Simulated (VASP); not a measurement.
**K: density of states with PBE**

The system is K.

```xyz
1
Lattice="-2.6420 2.6420 2.6420 2.6420 -2.6420 2.6420 2.6420 2.6420 -2.6420" Properties=species:S:1:pos:R:3 pbc="T T T"
K     0.0000    0.0000    0.0000
```

```
Program                 : VASP 6.6.1
Task                    : density of states
Functional              : PBE
Potentials or basis     : VASP PAW PBE potentials, release 64 (K_sv)
Cutoff                  : 520 eV
k mesh                  : 12 × 12 × 12
Occupations             : gaussian, width 0.05 eV
Spin                    : no spin polarisation
Dipole correction       : no
k mesh for the DOS      : 18 × 18 × 18
Occupations for the DOS : tetrahedron
Further INCAR settings  : ALGO = Normal; EDIFF = 1e-06
```

| Quantity | Value |
| --- | --- |
| Valence electrons inside the program's atomic spheres | K 7.54 |

Levels at points of the mesh, in eV from the Fermi level:
| k point | band 1 | band 2 | band 3 | band 4 | band 5 | band 6 | band 7 | band 8 |
| --- | --- | --- | --- | --- | --- | --- | --- | --- |
| (0.00, 0.00, 0.00) | -32.16 | -15.61 | -15.61 | -15.61 | -2.17 | 4.27 | 4.27 | 4.27 |
| (0.50, 0.00, 0.00) | -32.15 | -15.67 | -15.63 | -15.61 | 0.42 | 0.66 | 3.14 | 4.84 |
| (0.50, 0.50, 0.50) | -32.15 | -15.65 | -15.65 | -15.65 | 1.65 | 1.65 | 3.45 | 3.45 |

Run time: 100 s on 1 thread of Intel(R) Xeon(R) Platinum 8375C CPU @ 2.90GHz (Ice Lake), on a shared host, peak memory 0.28 GiB.
